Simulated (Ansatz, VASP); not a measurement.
**Two plane-wave programs on InAs**

The input INCAR:

```
PREC = Accurate ; ENCUT = 520
EDIFF = 1E-6 ; ISMEAR = 0
SIGMA = 0.15 ; LREAL = False
LASPH = True ; NELM = 60
ALGO = Normal ; ISIF = 2
LWAVE = False ; LCHARG = False
GGA = PE ; NBANDS = 16
```

File KPOINTS:

```
regular mesh
0
Gamma
  14 14 14
```

Contents of POSCAR:

```
InAs
1.0
    0.0000000000      2.7820800000      3.2659200000
    2.7820800000      0.0000000000      3.2659200000
    2.7820800000      2.7820800000      0.0000000000
In As
1 1
Direct
    0.0000000000      0.0000000000      0.0000000000
    0.7500000000      0.7500000000      0.7500000000
```

Input for Ansatz:

```yaml
crystal:
  lattice:
    - [0.0, 2.78208, 3.26592]
    - [2.78208, 0.0, 3.26592]
    - [2.78208, 2.78208, 0.0]
  atoms:
    - { symbol: In, position: [0.0, 0.0, 0.0] }
    - { symbol: As, position: [0.75, 0.75, 0.75] }
basis:
  ecutwfc: 420
kpoints:
  mp_grid: { grid: [14, 14, 14] }
hamiltonian:
  xc: pbe
scf:
  occupations: { method: gaussian, width: 0.15 }
output:
  forces: true
  stress: true
  eigenvalues: true
  write_density: true
  write_potential: true
  elf: true
  volumetric_format: npy
```

Change from the starting cell: strain -0.080 along x and y, +0.080 along z, atoms carried along.

Alike in both runs: task single point; functional PBE; k mesh 14 × 14 × 14; occupations gaussian, width 0.15 eV; no spin polarisation.

|  | VASP | Ansatz |
| --- | --- | --- |
| version | VASP 6.6.1 | Ansatz 0.2.0 |
| potentials or method | VASP PAW PBE potentials, release 64 (In_d, As), cutoff 520 eV | scalar-relativistic, plane waves, PAW |
| valence electrons in the cell | 18 | 28 |

|  | VASP | Ansatz | Ansatz less VASP |
| --- | --- | --- | --- |
| gap on the k mesh at the Fermi level (eV) | none | none | - |
| pressure (GPa) | 10.5 | 10.4 | -0.10 |
| traceless stress, the component that is largest in VASP (GPa) | -4.52 | -4.53 | -0.012 |

A gap of «none» marks a metal or a gap that the smearing closes. With one functional, cell and mesh, what is left measures potentials, basis and numerics. VASP's potentials hold 18 valence electrons a cell and Ansatz's 28, so a difference there can come from the potentials and not from the codes.
